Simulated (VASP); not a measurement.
GaN, 4 atoms in the cell. The structure is hexagonal, space group P6_3mc (No. 186). The conventional cell has a = 3.183 Å, b = 3.183 Å, c = 5.185 Å, α = 90.00°, β = 90.00°, γ = 120.00°. Within 2.6 Å of Ga (site symmetry 3m) lie 4 N at 1.95 Å. Within 2.6 Å of N (site symmetry 3m) lie 4 Ga at 1.95 Å. 

- Program: VASP 6.6.1
- Task: single point
- Functional: PBEsol
- Potentials or basis: VASP PAW PBE potentials, release 64 (Ga_d, N)
- Cutoff: 520 eV
- k mesh: 12 × 12 × 6
- Occupations: gaussian, width 0.02 eV
- Spin: no spin polarisation
- Dipole correction: no
- Further INCAR settings: ALGO = Normal; EDIFF = 1e-06; NBANDS = 26

Potentials or basis: VASP PAW PBE potentials, release 64 (Ga_d, N).

The run is started by

```sh
$ cat potpaw_PBE.64/Ga_d/POTCAR potpaw_PBE.64/N/POTCAR > POTCAR
$ mpirun -np 1 vasp_std > vasp.out
```

Hardware: 1 thread of Intel Xeon 6975P-C, with other jobs on the host.

Q: How long does it take, and how much memory?

A: Wall time 77 s on 1 thread of Intel Xeon 6975P-C, on a shared host, peak memory 0.21 GiB. Counts: scf iterations 15, k points 76.
